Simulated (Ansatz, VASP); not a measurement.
# One calculation of Rb2Re, two programs

The input INCAR:

```
SYSTEM = Rb2Re
ALGO = Normal ; EDIFF = 1E-6
ENCUT = 520 ; GGA = PE
ISIF = 2 ; ISMEAR = 0
LASPH = .TRUE. ; LCHARG = .FALSE.
LREAL = .FALSE. ; LWAVE = .FALSE.
NBANDS = 20 ; NELM = 60
PREC = Accurate ; SIGMA = 0.1
```

The input KPOINTS:

```
k-points
0
G
  6 6 4
  0 0 0
```

POSCAR

```
Rb2Re
1.0
    4.5900587006      0.0000000000      0.0000000000
   -2.2950293503      3.9751074396      0.0000000000
    0.0000000000      0.0000000000      4.9560434475
Rb Re
2 1
Direct
    0.3333333333      0.6666666667      0.5000000000
    0.6666666667      0.3333333333      0.5000000000
    0.0000000000      0.0000000000      0.0000000000
```

Input for Ansatz:

```yaml
crystal:
  lattice:
    - [4.5900587006, 0.0, 0.0]
    - [-2.2950293503, 3.9751074396, 0.0]
    - [0.0, 0.0, 4.9560434475]
  atoms:
    - { symbol: Rb, position: [0.3333333333, 0.6666666667, 0.5] }
    - { symbol: Rb, position: [0.6666666667, 0.3333333333, 0.5] }
    - { symbol: Re, position: [0.0, 0.0, 0.0] }
basis:
  ecutwfc: 420
kpoints:
  mp_grid: { grid: [6, 6, 4] }
hamiltonian:
  xc: pbe
scf:
  occupations: { method: gaussian, width: 0.1 }
  lower_state_search: "off"
output:
  forces: true
  stress: true
  eigenvalues: true
```

Alike in both runs: task single point; functional PBE; k mesh 6 × 6 × 4; occupations gaussian, width 0.1 eV; no spin polarisation.

|  | VASP | Ansatz |
| --- | --- | --- |
| version | VASP 6.6.1 | Ansatz 0.2.0 |
| potentials or method | VASP PAW PBE potentials, release 64 (Rb_sv, Re), cutoff 520 eV | scalar-relativistic, plane waves, PAW |
| valence electrons in the cell | 25 | 33 |

```tsv
	VASP	Ansatz	Ansatz less VASP
gap on the k mesh at the Fermi level (eV)	none	none	-
pressure (GPa)	10.4	10.0	-0.37
traceless stress, the component that is largest in VASP (GPa)	-14.48	-14.11	+0.370
```

A gap of «none» marks a metal or a gap that the smearing closes. VASP's potentials hold 25 valence electrons a cell and Ansatz's 33, so a difference there can come from the potentials and not from the codes.

Neither program's run includes spin-orbit coupling.
